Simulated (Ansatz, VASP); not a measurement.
**One calculation of WSe2, two programs**

INCAR

```
  ALGO = Normal
  DIPOL = 0.5 0.5 0.401
  EDIFF = 1E-6
  ENCUT = 520
  GGA = PS
  IDIPOL = 3
  ISIF = 2
  ISMEAR = 0
  IVDW = 12
  LASPH = T
  LCHARG = F
  LDIPOL = T
  LREAL = F
  LWAVE = F
  NBANDS = 35
  NELM = 80
  PREC = Accurate
  SIGMA = 0.05
```

The input KPOINTS:

```
k-points
0
Gamma
  9 9 1
```

The input POSCAR:

```
WSe2
1.0
    3.2854929596      0.0000000000      0.0000000000
   -1.6427464798      2.8453203669      0.0000000000
    0.0000000000      0.0000000000     24.2386467078
Se W
4 2
Direct
    0.3333333333      0.6666666667      0.1856539292
    0.3333333333      0.6666666667      0.3246601780
    0.5000000000      1.0000000000      0.4777215285
    0.5000000000      1.0000000000      0.6167277773
    0.6666666667      0.3333333333      0.2551570536
    0.8333333333      0.6666666667      0.5472246529
```

Input for Ansatz:

```yaml
crystal:
  lattice:
    - [3.2854929596, 0.0, 0.0]
    - [-1.6427464798, 2.8453203669, 0.0]
    - [0.0, 0.0, 24.2386467078]
  atoms:
    - { symbol: Se, position: [0.3333333333, 0.6666666667, 0.1856539292] }
    - { symbol: W, position: [0.6666666667, 0.3333333333, 0.2551570536] }
    - { symbol: Se, position: [0.3333333333, 0.6666666667, 0.324660178] }
    - { symbol: Se, position: [0.5, 1.0, 0.4777215285] }
    - { symbol: W, position: [0.8333333333, 0.6666666667, 0.5472246529] }
    - { symbol: Se, position: [0.5, 1.0, 0.6167277773] }
kpoints:
  mp_grid: { grid: [9, 9, 1] }
hamiltonian:
  xc: pbesol
  pseudopotentials: { kind: paw, azcp: { folder: soft_1 } }
  dispersion: d3bj
scf:
  occupations: { method: gaussian, width: 0.05 }
output:
  forces: true
  eigenvalues: true
efield:
  axis: 3
  dipole_correction: true
  ramp_width: 0.04
accuracy: high
```

Alike in both runs: task single point; functional PBEsol; dispersion D3(BJ); k mesh 9 × 9 × 1; occupations gaussian, width 0.05 eV; no spin polarisation.

|  | VASP | Ansatz |
| --- | --- | --- |
| version | VASP 6.6.1 | Ansatz 0.2.0 |
| potentials or method | VASP PAW PBE potentials, release 64 (Se, W_sv) | scalar-relativistic, plane waves, PAW |
| plane-wave cutoff (eV) | 520 | 420 |
| valence electrons in the cell | 52 | 92 |

```csv
,VASP,Ansatz,Ansatz less VASP
gap on the k mesh at the Fermi level (eV),1.54,1.54,-0.001
rms of the force components (eV/Å),0.132,0.159,+0.0268
```

VASP's potentials were made for PBE, not for PBEsol, and Ansatz warns of the same on its side. VASP's potentials hold 52 valence electrons a cell and Ansatz's 92, so a difference there can come from the potentials and not from the codes.

Spin-orbit coupling is off throughout.
